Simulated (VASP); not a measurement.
# La3AlN (Pm-3m) in VASP: single point with LDA

Aim: the single point of La3AlN with LDA.

Program: VASP 6.6.1. These are calculated values, not measurements. Logs are shortened: lines on timing, memory, paths and dates and some standing lists are left out, and cuts for length are marked.

## 1. The cell of the first run

Symmetry: Pm-3m, No. 221, cubic system. Conventional cell: a = 5.098 Å, b = 5.098 Å, c = 5.098 Å, α = 90.00°, β = 90.00°, γ = 90.00°. La (site symmetry 4/mmm) has 2 N at 2.55 Å within 3.4 Å. Al (site symmetry m-3m) has 12 La at 3.60 Å and 8 N at 4.41 Å within 4.7 Å. N (site symmetry m-3m) has 6 La at 2.55 Å within 3.4 Å.

## 2. Single point, LDA

INCAR

```
SYSTEM = La3AlN
  ALGO = Normal
  EDIFF = 1E-6
  ENCUT = 520
  GGA = CA
  ISIF = 2
  ISMEAR = -1
  LASPH = .TRUE.
  LCHARG = .FALSE.
  LREAL = .FALSE.
  LWAVE = .FALSE.
  NBANDS = 28
  NELM = 100
  PREC = Accurate
  SIGMA = 0.08
```

KPOINTS

```
k-points
0
G
  6 6 6
  0 0 0
```

POSCAR

```
La3AlN
1.0
    5.0975180767      0.0000000000      0.0000000000
    0.0000000000      5.0975180767      0.0000000000
    0.0000000000      0.0000000000      5.0975180767
La Al N
3 1 1
Direct
    0.5000000000      0.5000000000      0.0000000000
    0.0000000000      0.5000000000      0.5000000000
    0.5000000000      0.0000000000      0.5000000000
    0.0000000000      0.0000000000      0.0000000000
    0.5000000000      0.5000000000      0.5000000000
```

Potentials or basis: VASP PAW LDA potentials, release 64 (La, Al, N).

On the command line:

```bash
> cat potpaw_LDA.64/La/POTCAR potpaw_LDA.64/Al/POTCAR potpaw_LDA.64/N/POTCAR > POTCAR
> mpirun -np 1 vasp_std > vasp.out
```

OUTCAR:

```text
SYSTEM = La3AlN
   EDIFF = 1E-6
   ENCUT = 520
   GGA = CA
   ISIF = 2
   ISMEAR = -1
   LASPH = .TRUE.
   LREAL = .FALSE.
   NELM = 100
   PREC = Accurate

 ion  position               nearest neighbor table
   1  0.500  0.500  0.000-   5 2.55   5 2.55   2 3.60   2 3.60   3 3.60   3 3.60   3 3.60   3 3.60
                             2 3.60   2 3.60
   2  0.000  0.500  0.500-   5 2.55   5 2.55   1 3.60   1 3.60   3 3.60   1 3.60   3 3.60   3 3.60
                             1 3.60   3 3.60
   3  0.500  0.000  0.500-   5 2.55   5 2.55   1 3.60   1 3.60   1 3.60   2 3.60   2 3.60   1 3.60
                             2 3.60   2 3.60
   4  0.000  0.000  0.000-
   5  0.500  0.500  0.500-   1 2.55   2 2.55   3 2.55   1 2.55   3 2.55   2 2.55

  LATTYP: Found a simple cubic cell.
 ALAT       =     5.0975180767

  Lattice vectors:

 A1 = (   5.0975180767,   0.0000000000,   0.0000000000)
 A2 = (   0.0000000000,   5.0975180767,   0.0000000000)
 A3 = (   0.0000000000,   0.0000000000,   5.0975180767)

Analysis of symmetry for initial positions (statically):
=====================================================================
 Subroutine PRICEL returns:
 Original cell was already a primitive cell.

 Routine SETGRP: Setting up the symmetry group for a
 simple cubic supercell.

 Subroutine GETGRP returns: Found 48 space group operations
 (whereof 48 operations were pure point group operations)
 out of a pool of 48 trial point group operations.

The static configuration has the point symmetry O_h .

Analysis of symmetry for dynamics (positions and initial velocities):
=====================================================================
 Subroutine PRICEL returns:
 Original cell was already a primitive cell.

 Routine SETGRP: Setting up the symmetry group for a
 simple cubic supercell.

 Subroutine GETGRP returns: Found 48 space group operations
 (whereof 48 operations were pure point group operations)
 out of a pool of 48 trial point group operations.

The dynamic configuration has the point symmetry O_h .

 Subroutine INISYM returns: Found 48 space group operations
 (whereof 48 operations are pure point group operations),
 and found     1 'primitive' translations

----------------------------------------------------------------------------------------

                                     Primitive cell

  volume of cell :     132.4574

  direct lattice vectors                    reciprocal lattice vectors
     5.097518077  0.000000000  0.000000000     0.196173900  0.000000000  0.000000000
     0.000000000  5.097518077  0.000000000     0.000000000  0.196173900  0.000000000
     0.000000000  0.000000000  5.097518077     0.000000000  0.000000000  0.196173900

  length of vectors
     5.097518077  5.097518077  5.097518077     0.196173900  0.196173900  0.196173900

  position of ions in fractional coordinates (direct lattice)
     0.500000000  0.500000000  0.000000000
     0.000000000  0.500000000  0.500000000
     0.500000000  0.000000000  0.500000000
     0.000000000  0.000000000  0.000000000
     0.500000000  0.500000000  0.500000000

  ion indices of the primitive-cell ions
   primitive index   ion index
                 1           1
                 2           2
                 3           3
                 4           4
                 5           5

----------------------------------------------------------------------------------------

 KPOINTS: k-points

Automatic generation of k-mesh.
 Grid dimensions read from file:
 generate k-points for:    6    6    6

 Generating k-lattice:

  Cartesian coordinates                     Fractional coordinates (reciprocal lattice)
     0.032695650  0.000000000  0.000000000     0.166666667  0.000000000  0.000000000
     0.000000000  0.032695650  0.000000000     0.000000000  0.166666667  0.000000000
     0.000000000  0.000000000  0.032695650     0.000000000  0.000000000  0.166666667

  Length of vectors
     0.032695650  0.032695650  0.032695650

  Shift w.r.t. Gamma in fractional coordinates (k-lattice)
     0.000000000  0.000000000  0.000000000

 Subroutine IBZKPT returns following result:
 ===========================================

 Found     20 irreducible k-points:

 Following reciprocal coordinates:
            Coordinates               Weight
  0.000000  0.000000  0.000000      1.000000
  0.166667  0.000000  0.000000      6.000000
  0.333333  0.000000  0.000000      6.000000
  0.500000  0.000000  0.000000      3.000000
  0.166667  0.166667  0.000000     12.000000
  0.333333  0.166667  0.000000     24.000000
[... 12 lines left out ...]
  0.500000  0.500000  0.333333      6.000000
  0.500000  0.500000  0.500000      1.000000
   k-points           NKPTS =     20   k-points in BZ     NKDIM =     20   number of bands    NBANDS=     28
   number of dos      NEDOS =    301   number of ions     NIONS =      5
   total plane-waves  NPLWV =  64000
   dimension x,y,z NGX =    40 NGY =   40 NGZ =   40
   dimension x,y,z NGXF=    80 NGYF=   80 NGZF=   80
   ions per type =               3   1   1
   NGX,Y,Z   is equivalent  to a cutoff of  13.05, 13.05, 13.05 a.u.
   NGXF,Y,Z  is equivalent  to a cutoff of  26.09, 26.09, 26.09 a.u.
 SYSTEM =  La3AlN
   PREC   = accura    normal or accurate (medium, high low for compatibility)
   ISTART =      0    job   : 0-new  1-cont  2-samecut
   ICHARG =      2    charge: 1-file 2-atom 10-const
   ISPIN  =      1    spin polarized calculation?
   LNONCOLLINEAR =      F non collinear calculations
   LSORBIT =      F    spin-orbit coupling
   LASPH  =      T    aspherical Exc in radial PAW
   ENCUT  =  520.0 eV  38.22 Ry    6.18 a.u.   9.48  9.48  9.48*2*pi/ulx,y,z
   NELM   =    100;   NELMIN=  2; NELMDL= -5     # of ELM steps
   EDIFF  = 0.1E-05   stopping-criterion for ELM
   LREAL  =      F    real-space projection
   EDIFFG = 0.1E-04   stopping-criterion for IOM
   NSW    =      0    number of steps for IOM
   IBRION =     -1    ionic relax: 0-MD 1-quasi-New 2-CG
   NFREE  =      0    steps in history (QN), initial steepest desc. (CG)
   ISIF   =      2    stress and relaxation
   ISYM   =      2    0-nonsym 1-usesym 2-fastsym
   POTIM  = 0.5000    time-step for ionic-motion
   TEBEG  =    0.0;   TEEND  =   0.0 temperature during run
   PSTRESS=    0.0 pullay stress
   NELECT =      41.0000    total number of electrons
   NUPDOWN=      -1.0000    fix difference up-down
   EMIN   =  10.00;   EMAX   =-10.00  energy-range for DOS
   EFERMI =   0.00;   METHOD = LEGACY
   ISMEAR =    -1;   SIGMA  =   0.08  broadening in eV -4-tet -1-fermi 0-gaus
   EFERMI_NEDOS =   21; number of points for ismear=-14 and -15
   IALGO  =     38    algorithm
   IMIX   =      4    mixing-type and parameters
     AMIX     =   0.40;   BMIX     =  1.00
     AMIX_MAG =   1.60;   BMIX_MAG =  1.00
  volume/ion in A,a.u.               =      26.49       178.77
  Fermi-wavevector in a.u.,A,eV,Ry     =   1.107416  2.092712 16.685770  1.226370
  Thomas-Fermi vector in A             =   2.243930
   LORBIT       =      0    0 simple, 1 ext, 2 COOP (PROOUT), +10 PAW based schemes
   GGA     = CA    functional components
   LHFCALC =     F    Hartree Fock is set to
   AEXX    =    0.0000 exact exchange contribution
   IVDW    =     0    specifies the selected vdW correction
   LEPSILON=     F    determine dielectric tensor
   LRPA    =     F    only Hartree local field effects (RPA)
 non-spin polarized calculation
  energy-cutoff  :      520.00
  volume of cell :      132.46
 maximum number of plane-waves:      3596
 NGX is ok and might be reduce to    40
   NGX = 19   NGY = 19   NGZ = 19

 number of electron      40.9999995 magnetization

 Free energy of the ion-electron system (eV)
  ---------------------------------------------------
  ext. energy  EPLUGINS =         0.00000000
  ---------------------------------------------------
  free energy    TOTEN  =       -33.93232628 eV

  energy without entropy =      -33.86283198  energy(sigma->0) =      -33.89757913

 E-fermi :   7.4333     XC(G=0): -10.0292

 val. band max:        7.3939532751   @ k =   0.5000   0.5000   0.3333
 cond. band min:       7.4553059819   @ k =   0.3333   0.1667   0.0000
 fundamental gap:      0.0613527068
 Fermi energy:         7.4332638025

 k-point     1 :       0.0000    0.0000    0.0000
  band No.  band energies     occupation
      1     -25.0585      2.00000
      2     -24.7263      2.00000
      3     -24.7263      2.00000
      4      -9.4515      2.00000
      5      -9.4515      2.00000
      6      -9.4515      2.00000
[... 20 lines left out ...]
     27       9.4729      0.00000
     28       9.4754      0.00000

 k-point     2 :       0.1667    0.0000    0.0000
  band No.  band energies     occupation
      1     -25.0392      2.00000
      2     -24.7460      2.00000
      3     -24.7260      2.00000
      4      -9.4433      2.00000
      5      -9.4058      2.00000
      6      -9.4058      2.00000
[... 20 lines left out ...]
     27       9.4610      0.00000
     28       9.4619      0.00000

 k-point     3 :       0.3333    0.0000    0.0000
  band No.  band energies     occupation
      1     -24.9895      2.00000
      2     -24.7965      2.00000
      3     -24.7254      2.00000
      4      -9.4069      2.00000
      5      -9.2948      2.00000
      6      -9.2948      2.00000
[... 20 lines left out ...]
     27       9.3807      0.00000
     28       9.3896      0.00000

 k-point     4 :       0.5000    0.0000    0.0000
  band No.  band energies     occupation
      1     -24.9500      2.00000
      2     -24.8364      2.00000
      3     -24.7250      2.00000
      4      -9.3683      2.00000
      5      -9.2220      2.00000
      6      -9.2220      2.00000
[... 20 lines left out ...]
     27       9.1092      0.00000
     28       9.1255      0.00000

 k-point     5 :       0.1667    0.1667    0.0000
  band No.  band energies     occupation
      1     -25.0209      2.00000
      2     -24.7538      2.00000
      3     -24.7363      2.00000
      4      -9.5912      2.00000
      5      -9.3587      2.00000
      6      -9.2286      2.00000
[... 20 lines left out ...]
     27       9.4519      0.00000
     28       9.4644      0.00000

 k-point     6 :       0.3333    0.1667    0.0000
  band No.  band energies     occupation
      1     -24.9734      2.00000
      2     -24.7975      2.00000
      3     -24.7397      2.00000
      4      -9.7012      2.00000
      5      -9.2434      2.00000
      6      -9.0346      2.00000
[... 339 lines left out ...]
      5      -9.1404      2.00000
      6      -9.1108      2.00000
[... 20 lines left out ...]
     27       9.2744      0.00000
     28       9.3639      0.00000

 k-point    18 :       0.5000    0.3333    0.3333
  band No.  band energies     occupation
      1     -24.8626      2.00000
      2     -24.8336      2.00000
      3     -24.8062      2.00000
      4     -10.6001      2.00000
      5      -9.2022      2.00000
      6      -9.1669      2.00000
[... 20 lines left out ...]
     27       9.3789      0.00000
     28       9.3993      0.00000

 k-point    19 :       0.5000    0.5000    0.3333
  band No.  band energies     occupation
      1     -24.8341      2.00000
      2     -24.8332      2.00000
      3     -24.8332      2.00000
      4     -10.7214      2.00000
      5      -9.2585      2.00000
      6      -9.1812      2.00000
[... 20 lines left out ...]
     27       9.0476      0.00000
     28       9.3967      0.00000

 k-point    20 :       0.5000    0.5000    0.5000
  band No.  band energies     occupation
      1     -24.8327      2.00000
      2     -24.8327      2.00000
      3     -24.8327      2.00000
      4     -10.8462      2.00000
      5      -9.2551      2.00000
      6      -9.2551      2.00000
[... 20 lines left out ...]
     27       9.1199      0.00000
     28       9.1204      0.00000

------------------------ aborting loop because EDIFF is reached ----------------------------------------

  FORCE on cell =-STRESS in cart. coord.  units (eV):
  Direction    XX          YY          ZZ          XY          YZ          ZX
  --------------------------------------------------------------------------------------
  -------------------------------------------------------------------------------------
  Total       -3.6627118     -3.6627118     -3.6627118     -0.0000000     -0.0000000      0.0000000
  in kB      -44.3033950    -44.3033950    -44.3033950     -0.0000000     -0.0000000      0.0000000
  external PRESSURE =     -44.3033950 kB  Pullay stress =       0.0000000 kB

 VOLUME and BASIS-vectors are now :
 -----------------------------------------------------------------------------
  energy-cutoff  :      520.00
  volume of cell :      132.46
      direct lattice vectors                 reciprocal lattice vectors
     5.097518077  0.000000000  0.000000000     0.196173900  0.000000000  0.000000000
     0.000000000  5.097518077  0.000000000     0.000000000  0.196173900  0.000000000
     0.000000000  0.000000000  5.097518077     0.000000000  0.000000000  0.196173900

 POSITION                                       TOTAL-FORCE (eV/Angst)
 -----------------------------------------------------------------------------------
      2.54876      2.54876      0.00000         0.000000      0.000000      0.000000
      0.00000      2.54876      2.54876         0.000000      0.000000      0.000000
      2.54876      0.00000      2.54876         0.000000      0.000000      0.000000
      0.00000      0.00000      0.00000         0.000000      0.000000      0.000000
      2.54876      2.54876      2.54876         0.000000      0.000000      0.000000
 -----------------------------------------------------------------------------------
    total drift:                                0.000000     -0.000000     -0.000000

  FREE ENERGIE OF THE ION-ELECTRON SYSTEM (eV)
  ---------------------------------------------------
  free  energy   TOTEN  =       -33.9323262829 eV

  energy  without entropy=      -33.8628319800  energy(sigma->0) =      -33.89757913
```

Wall time 1.9 min (1 thread of AMD EPYC 7R43 (Zen 3), shared host); peak memory 0.2 GiB.

What came out:

```yaml
Free_energy: -33.9323 eV
Pressure: -4.4 GPa
```

Caveat: spin-orbit coupling is left out, which moves the levels of the heavy elements.
